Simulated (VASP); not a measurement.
A run of VASP 6.6.1:

Contents of INCAR:

```
SYSTEM = Si4Cl
PREC = Accurate
ENCUT = 500
EDIFF = 1E-6
ISMEAR = 0
SIGMA = 0.2
LREAL = .FALSE.
LASPH = .TRUE.
NELM = 120
ALGO = Normal
ISIF = 2
LWAVE = .FALSE.
LCHARG = .FALSE.
GGA = PE
NBANDS = 20
GGA_COMPAT = .FALSE.
```

KPOINTS

```
regular mesh
0
G
  4 4 4
  0 0 0
```

Contents of POSCAR:

```
Si4Cl
1.0
   -3.4404927755      3.4404927755      2.1381730831
    3.4404927755     -3.4404927755      2.1381730831
    3.4404927755      3.4404927755     -2.1381730831
Si Cl
4 1
Direct
    0.1806311112      0.1806311112      0.3612622223
    0.8193688888      0.8193688888      0.6387377777
    0.1806311112      0.8193688888      0.0000000000
    0.8193688888      0.1806311112      0.0000000000
    0.5000000000      0.5000000000      0.0000000000
```

Potentials or basis: VASP PAW PBE potentials, release 64 (Si, Cl).

Run with:

```bash
$ cat potpaw_PBE.64/Si/POTCAR potpaw_PBE.64/Cl/POTCAR > POTCAR
$ mpirun -np 1 vasp_std > vasp.out
```

Hardware: 1 thread of Intel(R) Xeon(R) Platinum 8259CL CPU @ 2.50GHz (Skylake/Cascade Lake), with other jobs on the host.

**Question.** Estimate the wall time of this run.

**Answer.** Run time: 28 s on 1 thread of Intel(R) Xeon(R) Platinum 8259CL CPU @ 2.50GHz (Skylake/Cascade Lake), on a shared host, peak memory 0.23 GiB. Counts: scf iterations 14, k points 13.
